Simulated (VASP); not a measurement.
Here is a VASP 6.6.1 calculation.

File INCAR:

```
SYSTEM = WBrCl3O
ALGO = Normal
EDIFF = 1E-6
ENCUT = 520
GGA = PE
ISIF = 2
ISMEAR = 0
IVDW = 12
LASPH = .True.
LCHARG = .False.
LREAL = .False.
LWAVE = .False.
NBANDS = 33
NELM = 80
PREC = Accurate
SIGMA = 0.05
```

KPOINTS

```
k-points
0
Gamma
  8 6 6
  0 0 0
```

POSCAR

```
WBrCl3O
1.0
    3.9599517649     -0.0017554057      0.0123114081
    1.9669042909      6.1631935198     -0.1247495574
    1.9967949271     -0.0682151532      6.0248616077
W Br Cl O
1 1 3 1
Direct
    0.0111066903      0.9976512350      0.9961851633
    0.8022580666      0.2028165489      0.3424451193
    0.0110845285      0.3213678268      0.8181104813
    0.1502149169      0.6751962318      0.1756905741
    0.3409464342      0.8049463517      0.6714419844
    0.5623883636      0.9980218059      0.9961276775
```

Potentials or basis: VASP PAW PBE potentials, release 64 (W_sv, Br, Cl, O).

The run is started by

```sh
$ cat potpaw_PBE.64/W_sv/POTCAR potpaw_PBE.64/Br/POTCAR potpaw_PBE.64/Cl/POTCAR potpaw_PBE.64/O/POTCAR > POTCAR
$ mpirun -np 1 vasp_std > vasp.out
```

Question: Estimate the largest force.

Answer: 0.596 eV/Å.

Question: What does it give for the band gap on the k mesh?

Answer: 1.60 eV.

Question: Estimate the dispersion energy per atom.

Answer: -0.213 eV.

Question: What does it give for the pressure?

Answer: 0.1 GPa.

Stress tensor (GPa, compression positive):
```
-2.11  0.00 -0.01
 0.00 -0.60  0.89
-0.01  0.89  3.00
```

Caveat: the stress differs along the axes, from -2 to 3 GPa; spin-orbit coupling is left out, which moves the levels of the heavy elements. A k mesh can miss the band edges.
